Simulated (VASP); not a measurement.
# SrCl2 (R-3m) in VASP: a series of runs

The runs below take SrCl2 through single point, with HSE06, PBE.

Everything below comes from runs of VASP 6.6.1. Logs are shortened: lines on timing, memory, paths and dates and some standing lists are left out, and cuts for length are marked.

## 1. The cell of the first run

The typed cell holds 3 atoms: a = 4.828 Å, b = 4.828 Å, c = 4.828 Å, α = 59.96°, β = 59.96°, γ = 59.96°.

## 2. Single point, HSE06 (strain -1.8%)

File POSCAR:

```
SrCl2
1.0
    2.4125004969      1.3928578113      3.9430402449
   -2.4125004969      1.3928578113      3.9430402449
    0.0000000000     -2.7857156226      3.9430402449
Sr Cl
1 2
Direct
    0.0000000000      0.0000000000      0.0000000000
    0.2499511381      0.2499511381      0.2499511381
    0.7500488619      0.7500488619      0.7500488619
```

File INCAR.step1:

```
SYSTEM = SrCl2
ALGO = Normal
EDIFF = 1E-5
ENCUT = 520
GGA = PE
ISIF = 2
ISMEAR = 0
LASPH = .TRUE.
LCHARG = .FALSE.
LREAL = .FALSE.
LWAVE = .TRUE.
NBANDS = 19
NELM = 100
PREC = Accurate
SIGMA = 0.01
```

File INCAR.step2:

```
SYSTEM = SrCl2
ALGO = Normal
EDIFF = 1E-7
ENCUT = 520
GGA = PE
HFSCREEN = 0.2079
ISIF = 2
ISMEAR = 0
ISTART = 1
LASPH = .TRUE.
LCHARG = .FALSE.
LHFCALC = .TRUE.
LREAL = .FALSE.
LWAVE = .FALSE.
NBANDS = 19
NELM = 100
PREC = Accurate
PRECFOCK = Normal
SIGMA = 0.01
```

File KPOINTS:

```
k-points
0
G
  4 4 4
  0 0 0
```

Potentials or basis: VASP PAW PBE potentials, release 64 (Sr_sv, Cl).

On the command line:

```sh
cat potpaw_PBE.64/Sr_sv/POTCAR potpaw_PBE.64/Cl/POTCAR > POTCAR
cp INCAR.step1 INCAR
mpirun -np 1 vasp_std > vasp.out
cp INCAR.step2 INCAR
mpirun -np 1 vasp_std > vasp.out
```

OUTCAR:

```text
SYSTEM = SrCl2
   EDIFF = 1E-7
   ENCUT = 520
   GGA = PE
   HFSCREEN = 0.2079
   ISIF = 2
   ISMEAR = 0
   ISTART = 1
   LASPH = .TRUE.
   LHFCALC = .TRUE.
   LREAL = .FALSE.
   NELM = 100
   PREC = Accurate
   PRECFOCK = Normal

 ion  position               nearest neighbor table
   1  0.000  0.000  0.000-   3 2.96   2 2.96   3 2.96   3 2.96   2 2.96   2 2.96   3 2.96   2 2.96

   2  0.250  0.250  0.250-   1 2.96   1 2.96   1 2.96   1 2.96
   3  0.750  0.750  0.750-   1 2.96   1 2.96   1 2.96   1 2.96

  LATTYP: Found a trigonal (rhomboedric) cell.
 ALAT       =     4.8278129524
 COS(alpha) =     0.5005822802

  Lattice vectors:

 A1 = (   2.4125004969,   1.3928578113,   3.9430402449)
 A2 = (  -2.4125004969,   1.3928578113,   3.9430402449)
 A3 = (   0.0000000000,  -2.7857156226,   3.9430402449)

Analysis of symmetry for initial positions (statically):
=====================================================================
 Subroutine PRICEL returns:
 Original cell was already a primitive cell.

 Routine SETGRP: Setting up the symmetry group for a
 trigonal (rhombohedral) supercell.

 Subroutine GETGRP returns: Found 12 space group operations
 (whereof 12 operations were pure point group operations)
 out of a pool of 12 trial point group operations.

The static configuration has the point symmetry D_3d.

Analysis of symmetry for dynamics (positions and initial velocities):
=====================================================================
 Subroutine PRICEL returns:
 Original cell was already a primitive cell.

 Routine SETGRP: Setting up the symmetry group for a
 trigonal (rhombohedral) supercell.

 Subroutine GETGRP returns: Found 12 space group operations
 (whereof 12 operations were pure point group operations)
 out of a pool of 12 trial point group operations.

The dynamic configuration has the point symmetry D_3d.

 Subroutine INISYM returns: Found 12 space group operations
 (whereof 12 operations are pure point group operations),
 and found     1 'primitive' translations

----------------------------------------------------------------------------------------

                                     Primitive cell

  volume of cell :      79.4981

  direct lattice vectors                    reciprocal lattice vectors
     2.412500497  1.392857811  3.943040245     0.207253843  0.119658062  0.084537137
    -2.412500497  1.392857811  3.943040245    -0.207253843  0.119658062  0.084537137
     0.000000000 -2.785715623  3.943040245     0.000000000 -0.239316124  0.084537137

  length of vectors
     4.827812952  4.827812952  4.827812952     0.253808461  0.253808461  0.253808461

  position of ions in fractional coordinates (direct lattice)
     0.000000000  0.000000000  0.000000000
     0.249951138  0.249951138  0.249951138
     0.750048862  0.750048862  0.750048862

  ion indices of the primitive-cell ions
   primitive index   ion index
                 1           1
                 2           2
                 3           3

----------------------------------------------------------------------------------------

 KPOINTS: k-points

Automatic generation of k-mesh.
 Grid dimensions read from file:
 generate k-points for:    4    4    4

 Generating k-lattice:

  Cartesian coordinates                     Fractional coordinates (reciprocal lattice)
     0.051813461  0.029914516  0.021134284     0.250000000  0.000000000  0.000000000
    -0.051813461  0.029914516  0.021134284     0.000000000  0.250000000  0.000000000
     0.000000000 -0.059829031  0.021134284     0.000000000  0.000000000  0.250000000

  Length of vectors
     0.063452115  0.063452115  0.063452115

  Shift w.r.t. Gamma in fractional coordinates (k-lattice)
     0.000000000  0.000000000  0.000000000

 Subroutine IBZKPT returns following result:
 ===========================================

 Found     13 irreducible k-points:

 Following reciprocal coordinates:
            Coordinates               Weight
  0.000000  0.000000  0.000000      1.000000
  0.250000  0.000000  0.000000      6.000000
  0.500000  0.000000  0.000000      3.000000
  0.250000  0.250000  0.000000      6.000000
  0.500000  0.250000  0.000000     12.000000
 -0.250000  0.250000  0.000000      6.000000
  0.500000  0.500000  0.000000      3.000000
  0.250000  0.250000  0.250000      2.000000
  0.500000  0.250000  0.250000      6.000000
 -0.250000  0.250000  0.250000      6.000000
  0.500000  0.500000  0.250000      6.000000
 -0.250000  0.500000  0.250000      6.000000
  0.500000  0.500000  0.500000      1.000000
   k-points           NKPTS =     13   k-points in BZ     NKDIM =     64   number of bands    NBANDS=     19
   number of dos      NEDOS =    301   number of ions     NIONS =      3
   total plane-waves  NPLWV =  46656
   dimension x,y,z NGX =    36 NGY =   36 NGZ =   36
   dimension x,y,z NGXF=    72 NGYF=   72 NGZF=   72
   ions per type =               1   2
   NGX,Y,Z   is equivalent  to a cutoff of  12.40, 12.40, 12.40 a.u.
   NGXF,Y,Z  is equivalent  to a cutoff of  24.79, 24.79, 24.79 a.u.
 SYSTEM =  SrCl2
   PREC   = accura    normal or accurate (medium, high low for compatibility)
   ISTART =      1    job   : 0-new  1-cont  2-samecut
   ICHARG =      0    charge: 1-file 2-atom 10-const
   ISPIN  =      1    spin polarized calculation?
   LNONCOLLINEAR =      F non collinear calculations
   LSORBIT =      F    spin-orbit coupling
   LASPH  =      T    aspherical Exc in radial PAW
   ENCUT  =  520.0 eV  38.22 Ry    6.18 a.u.   8.98  8.98  8.98*2*pi/ulx,y,z
   NELM   =    100;   NELMIN=  2; NELMDL=  0     # of ELM steps
   EDIFF  = 0.1E-06   stopping-criterion for ELM
   LREAL  =      F    real-space projection
   EDIFFG = 0.1E-05   stopping-criterion for IOM
   NSW    =      0    number of steps for IOM
   IBRION =     -1    ionic relax: 0-MD 1-quasi-New 2-CG
   NFREE  =      0    steps in history (QN), initial steepest desc. (CG)
   ISIF   =      2    stress and relaxation
   ISYM   =      3    0-nonsym 1-usesym 2-fastsym
   POTIM  = 0.5000    time-step for ionic-motion
   TEBEG  =    0.0;   TEEND  =   0.0 temperature during run
   PSTRESS=    0.0 pullay stress
   NELECT =      24.0000    total number of electrons
   NUPDOWN=      -1.0000    fix difference up-down
   EMIN   =  10.00;   EMAX   =-10.00  energy-range for DOS
   EFERMI =   0.00;   METHOD = LEGACY
   ISMEAR =     0;   SIGMA  =   0.01  broadening in eV -4-tet -1-fermi 0-gaus
   EFERMI_NEDOS =   21; number of points for ismear=-14 and -15
   IALGO  =     38    algorithm
   IMIX   =      1    mixing-type and parameters
     AMIX     =   0.40;   BMIX     =  1.00
     AMIX_MAG =   1.60;   BMIX_MAG =  1.00
  volume/ion in A,a.u.               =      26.50       178.83
  Fermi-wavevector in a.u.,A,eV,Ry     =   1.098229  2.075352 16.410090  1.206108
  Thomas-Fermi vector in A             =   2.234603
   LORBIT       =      0    0 simple, 1 ext, 2 COOP (PROOUT), +10 PAW based schemes
   GGA     = PE    functional components
   LHFCALC =     T    Hartree Fock is set to
   PRECFOCK=normal    Normal, Fast or Accurate (Low or Medium for compatibility)
   ENCUT4O =  -1.0   cutoff for four orbital integrals eV
   NKREDX  =     1    reduce k-point grid by
   NKREDY  =     1    reduce k-point grid by
   NKREDZ  =     1    reduce k-point grid by
   AEXX    =    0.2500 exact exchange contribution
   HFSCREEN=    0.2079 screening length (either q_TF or 0.3 A-1)
   HFSCREENC=   0.2079 screening length for correlation (either q_TF or 0.3 A-1)
   ENCUTFOCK=  -1.0 apply spherical cutoff to Coloumb kernel
   IVDW    =     0    specifies the selected vdW correction
   LEPSILON=     F    determine dielectric tensor
   LRPA    =     F    only Hartree local field effects (RPA)
 non-spin polarized calculation
 Gauss-broadening in eV      SIGMA  =   0.01
  energy-cutoff  :      520.00
  volume of cell :       79.50
 maximum number of plane-waves:      2148
  NGX = 28; NGY = 28; NGZ = 28

 number of electron      23.9999997 magnetization

 Free energy of the ion-electron system (eV)
  ---------------------------------------------------
  ext. energy  EPLUGINS =         0.00000000
  ---------------------------------------------------
  free energy    TOTEN  =       -14.74470802 eV

  energy without entropy =      -14.74470802  energy(sigma->0) =      -14.74470802

 E-fermi :  -0.2135     XC(G=0):  -7.1333

 val. band max:       -0.3200223443   @ k =   0.5000   0.5000   0.0000
 cond. band min:       6.4522025447   @ k =   0.5000   0.5000   0.0000
 fundamental gap:      6.7722248890
 Fermi energy:        -0.2135459346

 k-point     1 :       0.0000    0.0000    0.0000
  band No.  band energies     occupation
      1     -35.0697      2.00000
      2     -15.8206      2.00000
      3     -15.8206      2.00000
      4     -15.8205      2.00000
      5     -15.1053      2.00000
      6     -14.0282      2.00000
[... 11 lines left out ...]
     18      10.1802      0.00000
     19      11.1184      0.00000

 k-point     2 :       0.2500    0.0000    0.0000
  band No.  band energies     occupation
      1     -35.0668      2.00000
      2     -16.2042      2.00000
      3     -15.8325      2.00000
      4     -15.8324      2.00000
      5     -14.6263      2.00000
      6     -14.1118      2.00000
[... 11 lines left out ...]
     18      10.0905      0.00000
     19      11.2714      0.00000

 k-point     3 :       0.5000    0.0000    0.0000
  band No.  band energies     occupation
      1     -35.0640      2.00000
      2     -16.4040      2.00000
      3     -15.8444      2.00000
      4     -15.8443      2.00000
      5     -14.6089      2.00000
      6     -13.8963      2.00000
[... 11 lines left out ...]
     18      10.2432      0.00000
     19      10.4628      0.00000

 k-point     4 :       0.2500    0.2500    0.0000
  band No.  band energies     occupation
      1     -35.0659      2.00000
      2     -16.2842      2.00000
      3     -15.8489      2.00000
      4     -15.8489      2.00000
      5     -14.3891      2.00000
      6     -14.2325      2.00000
[... 165 lines left out ...]
     18      10.5035      0.00000
     19      11.2327      0.00000

 k-point    12 :      -0.2500    0.5000    0.2500
  band No.  band energies     occupation
      1     -35.0621      2.00000
      2     -16.2497      2.00000
      3     -16.2487      2.00000
      4     -15.8778      2.00000
      5     -14.0953      2.00000
      6     -14.0937      2.00000
[... 11 lines left out ...]
     18      11.2305      0.00000
     19      12.0810      0.00000

 k-point    13 :       0.5000    0.5000    0.5000
  band No.  band energies     occupation
      1     -35.0640      2.00000
      2     -16.4036      2.00000
      3     -15.8443      2.00000
      4     -15.8443      2.00000
      5     -14.6080      2.00000
      6     -13.8976      2.00000
[... 11 lines left out ...]
     18      10.2395      0.00000
     19      10.4583      0.00000

------------------------ aborting loop because EDIFF is reached ----------------------------------------

  FORCE on cell =-STRESS in cart. coord.  units (eV):
  Direction    XX          YY          ZZ          XY          YZ          ZX
  --------------------------------------------------------------------------------------
  -------------------------------------------------------------------------------------
  Total        1.7184594      1.7184594      1.7071197      0.0000000      0.0000000      0.0000000
  in kB       34.6332456     34.6332456     34.4047095      0.0000000      0.0000000      0.0000000
  external PRESSURE =      34.5570669 kB  Pullay stress =       0.0000000 kB

 VOLUME and BASIS-vectors are now :
 -----------------------------------------------------------------------------
  energy-cutoff  :      520.00
  volume of cell :       79.50
      direct lattice vectors                 reciprocal lattice vectors
     2.412500497  1.392857811  3.943040245     0.207253843  0.119658062  0.084537137
    -2.412500497  1.392857811  3.943040245    -0.207253843  0.119658062  0.084537137
     0.000000000 -2.785715623  3.943040245     0.000000000 -0.239316124  0.084537137

 POSITION                                       TOTAL-FORCE (eV/Angst)
 -----------------------------------------------------------------------------------
      0.00000      0.00000      0.00000         0.000000      0.000000     -0.000000
      0.00000      0.00000      2.95670         0.000000     -0.000000     -0.000673
      0.00000      0.00000      8.87242         0.000000     -0.000000      0.000673
 -----------------------------------------------------------------------------------
    total drift:                                0.000000     -0.000000     -0.000000

  FREE ENERGIE OF THE ION-ELECTRON SYSTEM (eV)
  ---------------------------------------------------
  free  energy   TOTEN  =       -14.7447080240 eV

  energy  without entropy=      -14.7447080240  energy(sigma->0) =      -14.74470802
```

Run time: 59 min. Hardware: 1 thread of Intel Xeon 8259CL, shared host; peak memory 0.34 GiB.

Results:

| Property | Result |
| --- | --- |
| Free energy | -14.7447 eV |
| Pressure | 3.5 GPa |
| Band gap on the k mesh | 6.77 eV |

Caveat: the cell differs from its parent crystal (strain -1.8%); the cell stands under pressure; the PAW data sets were made with another functional, which shifts forces and pressure a little. A k mesh can miss the band edges.

## 3. Single point, PBE (strain -1.8%)

File INCAR:

```
ALGO = Normal
EDIFF = 1E-6
ENCUT = 520
GGA = PE
ISIF = 2
ISMEAR = -1
LASPH = T
LCHARG = T
LELF = T
LREAL = F
LVHAR = T
LWAVE = F
NBANDS = 19
NELM = 60
PREC = Accurate
SIGMA = 0.02
```

File KPOINTS:

```
k-points
0
Gamma
  6 6 6
```

POSCAR is that of step 2.

Potentials or basis: VASP PAW PBE potentials, release 64 (Sr_sv, Cl).

On the command line:

```sh
cat potpaw_PBE.64/Sr_sv/POTCAR potpaw_PBE.64/Cl/POTCAR > POTCAR
mpirun -np 1 vasp_std > vasp.out
```

It took 36 s on 1 thread of Intel Xeon Platinum 8259CL at 2.50GHz (Skylake/Cascade Lake), shared host; peak memory 0.22 GiB.

The run converged. Its results:

* Free energy: -12.6979 eV
* Pressure: 4.0 GPa
* Band gap on the k mesh: 5.47 eV

Levels at points of the mesh, in eV from the valence-band top:
```csv
k point,band 9,band 10,band 11,band 12,band 13,band 14,band 15,band 16
"(0.00, 0.00, 0.00)",-2.37,-0.36,-0.36,-0.36,5.60,6.06,6.06,9.14
"(0.50, 0.00, 0.00)",-1.62,-1.44,-1.14,-1.14,6.76,6.76,7.74,7.96
"(0.50, 0.50, 0.00)",-2.03,-0.46,-0.46,0.00,5.47,7.21,7.76,8.20
"(0.50, 0.50, 0.50)",-1.62,-1.44,-1.14,-1.14,6.76,6.76,7.73,7.96
```

Caveat: the cell differs from its parent crystal (strain -1.8%); the cell stands under pressure. A k mesh can miss the band edges.

## 4. Single point, PBE (uniaxial z strain +0.4%)

File INCAR:

```
SYSTEM = SrCl2
PREC = Accurate
ENCUT = 520
EDIFF = 1E-6
ISMEAR = -1
SIGMA = 0.02
LREAL = .False.
LASPH = .True.
NELM = 60
ALGO = Normal
ISIF = 2
LWAVE = .False.
LCHARG = .False.
GGA = PE
NBANDS = 19
```

File KPOINTS:

```
regular mesh
0
Gamma
  6 6 6
  0 0 0
```

File POSCAR:

```
SrCl2
1.0
    2.4567214836      1.4183888098      4.0297710690
   -2.4567214836      1.4183888098      4.0297710690
    0.0000000000     -2.8367776197      4.0297710690
Sr Cl
1 2
Direct
    0.0000000000      0.0000000000      0.0000000000
    0.2497156427      0.2497156427      0.2497156427
    0.7502843573      0.7502843573      0.7502843573
```

On the command line:

```sh
cat potpaw_PBE.64/Sr_sv/POTCAR potpaw_PBE.64/Cl/POTCAR > POTCAR
mpirun -np 1 vasp_std > vasp.out
```

It took 48 s on 1 thread of Intel Xeon Platinum 8259CL at 2.50GHz (Skylake/Cascade Lake), shared host; peak memory 0.25 GiB.

The run converged. Its results:

| Item | Value |
| --- | --- |
| Free energy | -12.7771 eV |
| Pressure | 1.4 GPa |
| Band gap on the k mesh | 5.37 eV (least direct gap 5.50 eV) |

Stress tensor (GPa, compression positive):
```
1.39 0.00 0.00
0.00 1.39 0.00
0.00 0.00 1.31
```

Levels at points of the mesh, in eV from the valence-band top:
| k point | band 9 | band 10 | band 11 | band 12 | band 13 | band 14 | band 15 | band 16 |
| --- | --- | --- | --- | --- | --- | --- | --- | --- |
| (0.00, 0.00, 0.00) | -2.15 | -0.34 | -0.34 | -0.34 | 5.37 | 6.09 | 6.09 | 9.02 |
| (0.50, 0.00, 0.00) | -1.51 | -1.33 | -1.06 | -1.05 | 6.71 | 6.73 | 7.54 | 7.88 |
| (0.50, 0.50, 0.00) | -1.89 | -0.41 | -0.40 | 0.00 | 5.50 | 7.06 | 7.62 | 8.02 |
| (0.50, 0.50, 0.50) | -1.51 | -1.33 | -1.06 | -1.06 | 6.71 | 6.71 | 7.52 | 7.87 |

Caveat: the cell differs from its parent crystal (uniaxial z strain +0.4%). A k mesh can miss the band edges.

## 5. Summary

| level | cell | k mesh | smearing | grid for exact exchange (PRECFOCK) | share of exact exchange | screening parameter | gap on the mesh (eV) | pressure (GPa) |
| --- | --- | --- | --- | --- | --- | --- | --- | --- |
| HSE06 | a = 4.828 Å, angles 60.0°, 3 atoms | 4 × 4 × 4 | gaussian 0.01 eV | Normal | 0.25 | 0.2079 1/Å | 6.77 | 3.5 |
| PBE | a = 4.828 Å, angles 60.0°, 3 atoms | 6 × 6 × 6 | fermi-dirac 0.02 eV | - | - | - | 5.47 | 4.0 |
| PBE | a = 4.928 Å, angles 59.8°, 3 atoms | 6 × 6 × 6 | fermi-dirac 0.02 eV | - | - | - | 5.37 | 1.4 |

Alike in all rows: task single point; potentials or basis VASP PAW PBE potentials, release 64 (Sr_sv, Cl); no spin polarisation; cutoff (eV) 520.

Caveats: the cell stands under pressure (at least some runs); the PAW data sets were made with another functional, which shifts forces and pressure a little (at least some runs).

Absolute energies hang on the potentials; compare differences alone.
